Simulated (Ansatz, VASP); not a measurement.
One calculation of NbAl2B3, two programs

```
CELL_PARAMETERS angstrom
2.30403 -3.86056 0.00000
2.30403 3.86056 0.00000
0.00000 0.00000 3.61844
ATOMIC_POSITIONS crystal
Al 0.00000 0.50000 0.50000
Al 0.50000 0.00000 0.50000
Nb 0.50000 0.50000 0.00000
B 0.16013 0.83987 0.00000
B 0.83987 0.16013 0.00000
B 0.00000 0.00000 0.50000
```

Change from the starting cell: species swapped into the CeGa2Cu3 type (Cmmm, No. 65).

Alike in both runs: task relaxation of cell and atoms; functional PBE; k mesh 4 × 4 × 6; occupations gaussian, width 0.1 eV; no spin polarisation.

|  | VASP | Ansatz |
| --- | --- | --- |
| version | VASP 6.6.1 | Ansatz 0.2.0 |
| potentials or method | VASP PAW PBE potentials, release 64 (Al, Nb_sv, B), cutoff 600 eV | scalar-relativistic, plane waves, PAW |
| valence electrons in the cell | 28 | 28 |

```csv
,VASP,Ansatz,Ansatz less VASP
"gap on the k mesh at the Fermi level, each at its own relaxed structure (eV)",none,none,-
relaxed volume (Å³/atom),10.85,10.87,+0.018
relaxed length of the cell vector where the two differ most in proportion (Å),5.108,5.126,+0.0181
```

A gap of «none» marks a metal or a gap that the smearing closes.

The k mesh is coarse, so the values compare programs but aren't converged.
